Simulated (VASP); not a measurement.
# SiC in VASP: further runs

SiC is run at these levels: PBE, r2SCAN; tasks: single point.

Everything below comes from runs of VASP 6.6.1. Logs are shortened: lines on timing, memory, paths and dates and some standing lists are left out, and cuts for length are marked.

## 1. The cell of the first run

The structure is tetragonal, space group I-4m2 (No. 119). The conventional cell has a = 3.080 Å, b = 3.080 Å, c = 4.530 Å, α = 90.00°, β = 90.00°, γ = 90.00°. Within 2.5 Å of Si (site symmetry -4m2) lie 4 C at 1.91 Å. Within 2.5 Å of C (site symmetry -4m2) lie 4 Si at 1.91 Å.

## 2. Single point, PBE (uniaxial z strain +4.0%)

The input, INCAR:

```
SYSTEM = SiC
PREC = Accurate
ENCUT = 520
EDIFF = 1E-6
ISMEAR = 0
SIGMA = 0.01
LREAL = .False.
LASPH = .True.
NELM = 80
ALGO = Normal
ISIF = 2
LWAVE = .False.
LCHARG = .True.
GGA = PE
LELF = .True.
LVHAR = .True.
NBANDS = 11
```

The input, KPOINTS:

```
regular mesh
0
Gamma
  6 6 6
  0 0 0
```

The input, POSCAR:

```
SiC
1.0
    0.0000000000      2.1780523510      2.2651744451
    2.1780523510      0.0000000000      2.2651744451
    2.1780523510      2.1780523510      0.0000000000
Si C
1 1
Direct
    0.0000000000      0.0000000000      0.0000000000
    0.2500000000      0.2500000000      0.2500000000
```

Potentials or basis: VASP PAW PBE potentials, release 64 (Si, C).

Run with:

```bash
$ cat potpaw_PBE.64/Si/POTCAR potpaw_PBE.64/C/POTCAR > POTCAR
$ mpirun -np 1 vasp_std > vasp.out
```

OUTCAR:

```text
SYSTEM = SiC
   PREC = Accurate
   ENCUT = 520
   EDIFF = 1E-6
   ISMEAR = 0
   LREAL = .False.
   LASPH = .True.
   NELM = 80
   ISIF = 2
   GGA = PE

 ion  position               nearest neighbor table
   1  0.000  0.000  0.000-   2 1.91   2 1.91   2 1.91   2 1.91
   2  0.250  0.250  0.250-   1 1.91   1 1.91   1 1.91   1 1.91

  LATTYP: Found a body centered tetragonal cell.
 ALAT       =     3.0802311743
 C/A-ratio  =     1.4707821049

  Lattice vectors:

 A1 = (  -2.1780523510,   0.0000000000,   2.2651744451)
 A2 = (   2.1780523510,   0.0000000000,   2.2651744451)
 A3 = (   0.0000000000,   2.1780523510,  -2.2651744451)

Analysis of symmetry for initial positions (statically):
=====================================================================
 Subroutine PRICEL returns:
 Original cell was already a primitive cell.

 Routine SETGRP: Setting up the symmetry group for a
 body centered tetragonal supercell.

 Subroutine GETGRP returns: Found  8 space group operations
 (whereof  8 operations were pure point group operations)
 out of a pool of 16 trial point group operations.

The static configuration has the point symmetry D_2d.

Analysis of symmetry for dynamics (positions and initial velocities):
=====================================================================
 Subroutine PRICEL returns:
 Original cell was already a primitive cell.

 Routine SETGRP: Setting up the symmetry group for a
 body centered tetragonal supercell.

 Subroutine GETGRP returns: Found  8 space group operations
 (whereof  8 operations were pure point group operations)
 out of a pool of 16 trial point group operations.

The dynamic configuration has the point symmetry D_2d.

 Subroutine INISYM returns: Found  8 space group operations
 (whereof  8 operations are pure point group operations),
 and found     1 'primitive' translations

----------------------------------------------------------------------------------------

                                     Primitive cell

  volume of cell :      21.4916

  direct lattice vectors                    reciprocal lattice vectors
     0.000000000  2.178052351  2.265174445    -0.229562894  0.229562894  0.220733551
     2.178052351  0.000000000  2.265174445     0.229562894 -0.229562894  0.220733551
     2.178052351  2.178052351  0.000000000     0.229562894  0.229562894 -0.220733551

  length of vectors
     3.142439707  3.142439707  3.080231174     0.392583169  0.392583169  0.392583169

  position of ions in fractional coordinates (direct lattice)
     0.000000000  0.000000000  0.000000000
[... 81 lines left out ...]
   NSW    =      0    number of steps for IOM
   IBRION =     -1    ionic relax: 0-MD 1-quasi-New 2-CG
   NFREE  =      0    steps in history (QN), initial steepest desc. (CG)
   ISIF   =      2    stress and relaxation
   ISYM   =      2    0-nonsym 1-usesym 2-fastsym
   POTIM  = 0.5000    time-step for ionic-motion
   TEBEG  =    0.0;   TEEND  =   0.0 temperature during run
   PSTRESS=    0.0 pullay stress
   NELECT =       8.0000    total number of electrons
   NUPDOWN=      -1.0000    fix difference up-down
   EMIN   =  10.00;   EMAX   =-10.00  energy-range for DOS
   EFERMI =   0.00;   METHOD = LEGACY
   ISMEAR =     0;   SIGMA  =   0.01  broadening in eV -4-tet -1-fermi 0-gaus
   EFERMI_NEDOS =   21; number of points for ismear=-14 and -15
   IALGO  =     38    algorithm
   IMIX   =      4    mixing-type and parameters
     AMIX     =   0.40;   BMIX     =  1.00
     AMIX_MAG =   1.60;   BMIX_MAG =  1.00
  volume/ion in A,a.u.               =      10.75        72.52
  Fermi-wavevector in a.u.,A,eV,Ry     =   1.177648  2.225432 18.869297  1.386854
  Thomas-Fermi vector in A             =   2.313991
   LORBIT       =      0    0 simple, 1 ext, 2 COOP (PROOUT), +10 PAW based schemes
   GGA     = PE    functional components
   LHFCALC =     F    Hartree Fock is set to
   AEXX    =    0.0000 exact exchange contribution
   IVDW    =     0    specifies the selected vdW correction
   LEPSILON=     F    determine dielectric tensor
   LRPA    =     F    only Hartree local field effects (RPA)
 non-spin polarized calculation
 Gauss-broadening in eV      SIGMA  =   0.01
  energy-cutoff  :      520.00
  volume of cell :       21.49
 maximum number of plane-waves:       604
   NGX = 11   NGY = 11   NGZ = 11

 number of electron       8.0000001 magnetization

 Free energy of the ion-electron system (eV)
  ---------------------------------------------------
  ext. energy  EPLUGINS =         0.00000000
  ---------------------------------------------------
  free energy    TOTEN  =       -15.02469371 eV

  energy without entropy =      -15.02469371  energy(sigma->0) =      -15.02469371

 E-fermi :   7.9021     XC(G=0): -11.1912

 val. band max:        7.7940766177   @ k =   0.0000   0.0000   0.0000
 cond. band min:       8.9760272695   @ k =   0.5000   0.0000   0.5000
 fundamental gap:      1.1819506519
 Fermi energy:         7.9021117352

 k-point     1 :       0.0000    0.0000    0.0000
  band No.  band energies     occupation
      1      -7.4152      2.00000
      2       7.5130      2.00000
      3       7.7941      2.00000
      4       7.7941      2.00000
      5      13.4733      0.00000
      6      14.7105      0.00000
      7      14.7105      0.00000
      8      14.8124      0.00000
      9      21.3418      0.00000
     10      22.5629      0.00000
     11      23.5908      0.00000
[... 309 lines left out ...]
 k-point    24 :       0.5000    0.0000    0.3333
  band No.  band energies     occupation
      1      -3.1556      2.00000
      2       1.0193      2.00000
      3       3.4563      2.00000
      4       4.8552      2.00000
      5      10.2871      0.00000
      6      13.5035      0.00000
      7      18.8931      0.00000
      8      19.9827      0.00000
      9      21.5535      0.00000
     10      25.3915      0.00000
     11      28.3987      0.00000

 [... further k-points ...]
[... 5 lines left out ...]
  --------------------------------------------------------------------------------------
  -------------------------------------------------------------------------------------
  Total       -0.1580580     -0.1580580     -1.6047694      0.0000000      0.0000000      0.0000000
  in kB      -11.7830783    -11.7830783   -119.6340862      0.0000000      0.0000000      0.0000000
  external PRESSURE =     -47.7334143 kB  Pullay stress =       0.0000000 kB

 VOLUME and BASIS-vectors are now :
 -----------------------------------------------------------------------------
  energy-cutoff  :      520.00
  volume of cell :       21.49
      direct lattice vectors                 reciprocal lattice vectors
     0.000000000  2.178052351  2.265174445    -0.229562894  0.229562894  0.220733551
     2.178052351  0.000000000  2.265174445     0.229562894 -0.229562894  0.220733551
     2.178052351  2.178052351  0.000000000     0.229562894  0.229562894 -0.220733551

 POSITION                                       TOTAL-FORCE (eV/Angst)
 -----------------------------------------------------------------------------------
      0.00000      0.00000      0.00000         0.000000      0.000000      0.000000
      1.08903      1.08903      1.13259        -0.000000     -0.000000     -0.000000
 -----------------------------------------------------------------------------------
    total drift:                                0.000000      0.000000      0.000000

  FREE ENERGIE OF THE ION-ELECTRON SYSTEM (eV)
  ---------------------------------------------------
  free  energy   TOTEN  =       -15.0246937097 eV

  energy  without entropy=      -15.0246937097  energy(sigma->0) =      -15.02469371
```

It took 2.8 s on 1 thread of Intel Xeon 6975P-C, shared host; peak memory 0.13 GiB.

Results:

```yaml
Free_energy: -15.0247 eV
Pressure: -4.8 GPa
Band_gap_on_the_k_mesh: 1.18 eV, indirect (least direct gap 4.46 eV)
```

Levels at points of the mesh, in eV from the valence-band top:
```tsv
k point	band 1	band 2	band 3	band 4	band 5	band 6	band 7	band 8
(0.00, 0.00, 0.00)	-15.21	-0.28	0.00	0.00	5.68	6.92	6.92	7.02
(0.50, 0.00, 0.00)	-11.78	-8.43	-1.38	-0.90	4.85	6.84	7.25	9.76
(0.50, 0.50, 0.00)	-10.56	-8.09	-2.93	-2.93	1.53	4.54	13.59	13.59
(0.50, 0.00, 0.50)	-10.27	-7.62	-3.37	-3.30	1.18	3.87	12.84	14.01
```

Caveat: the cell differs from its parent crystal (uniaxial z strain +4.0%). A k mesh can miss the band edges.

## 3. Single point, PBE

This run uses another cell than the first one, of 10.33 Å³/atom, 0.962 times its volume.

The input, INCAR:

```
  PREC = Accurate
  ENCUT = 520
  EDIFF = 1E-7
  ISMEAR = -1
  SIGMA = 0.02
  LREAL = False
  LASPH = True
  NELM = 60
  ALGO = Normal
  ISIF = 2
  LWAVE = False
  LCHARG = False
  GGA = PE
  NBANDS = 11
```

The input, KPOINTS:

```
Automatic mesh
0
Gamma
  10 10 10
```

The input, POSCAR:

```
SiC
1.0
    0.0000000000      2.1780523510      2.1780523510
    2.1780523510      0.0000000000      2.1780523510
    2.1780523510      2.1780523510      0.0000000000
Si C
1 1
Direct
    0.0000000000      0.0000000000      0.0000000000
    0.2500000000      0.2500000000      0.2500000000
```

Potentials or basis: VASP PAW PBE potentials, release 64 (Si, C).

Run with:

```bash
$ cat potpaw_PBE.64/Si/POTCAR potpaw_PBE.64/C/POTCAR > POTCAR
$ mpirun -np 1 vasp_std > vasp.out
```

Run time: 3.7 s. Hardware: 1 thread of Intel Xeon 6975P-C, shared host; peak memory 0.14 GiB.

Results (log left out):

| Quantity | Value |
| --- | --- |
| Free energy | -15.0571 eV |
| Pressure | 3.5 GPa |
| Band gap on the k mesh | 1.36 eV, indirect (least direct gap 4.54 eV) |

Levels at points of the mesh, in eV from the valence-band top:
```
           k point  band 1  band 2  band 3  band 4  band 5  band 6  band 7  band 8  band 9
(0.00, 0.00, 0.00)  -15.41    0.00    0.00    0.00    6.25    7.32    7.32    7.32   14.51
(0.50, 0.00, 0.00)  -11.84   -8.54   -1.05   -1.05    5.45    7.23    7.23   10.06   16.21
(0.50, 0.50, 0.00)  -10.39   -7.80   -3.19   -3.19    1.36    4.33   14.05   14.05   14.80
```

[end of part 1 of 2]
